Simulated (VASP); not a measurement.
Write the native input for VASP 6.6.1 that does the following.

```yaml
Task: single point
Functional: PBEsol
Potentials_or_basis: VASP PAW PBE potentials, release 64 (Li_sv, F)
Cutoff: 520 eV
k_mesh: 7 × 7 × 7
Occupations: gaussian, width 0.01 eV
Spin: no spin polarisation
Dipole_correction: no
Further_INCAR_settings: ALGO = Normal; EDIFF = 1e-07; NBANDS = 12
```

The structure of LiF lies in POSCAR:

```
LiF
1.0
    2.5072829716      0.0000000000      0.0000000000
    0.0000000000      2.5072829716      0.0000000000
    0.0000000000      0.0000000000      2.5072829716
Li F
1 1
Direct
    0.0000000000      0.0000000000      0.0000000000
    0.5000000000      0.5000000000      0.5000000000
```

These files were run (other wordings do the same):

INCAR

```
ALGO = Normal ; EDIFF = 1E-7
ENCUT = 520 ; GGA = PS
ISIF = 2 ; ISMEAR = 0
LASPH = True ; LCHARG = False
LREAL = False ; LWAVE = False
NBANDS = 12 ; NELM = 100
PREC = Accurate ; SIGMA = 0.01
```

KPOINTS

```
k-points
0
Gamma
  7 7 7
```

Potentials or basis: VASP PAW PBE potentials, release 64 (Li_sv, F).

Launch:

```bash
$ cat potpaw_PBE.64/Li_sv/POTCAR potpaw_PBE.64/F/POTCAR > POTCAR
$ mpirun -np 1 vasp_std > vasp.out
```

It gave:

* Band gap on the k mesh: 7.94 eV, indirect (least direct gap 8.65 eV)

It took 4.3 s on 1 thread of Intel Xeon 6975P-C, on a shared host, peak memory 0.12 GiB.
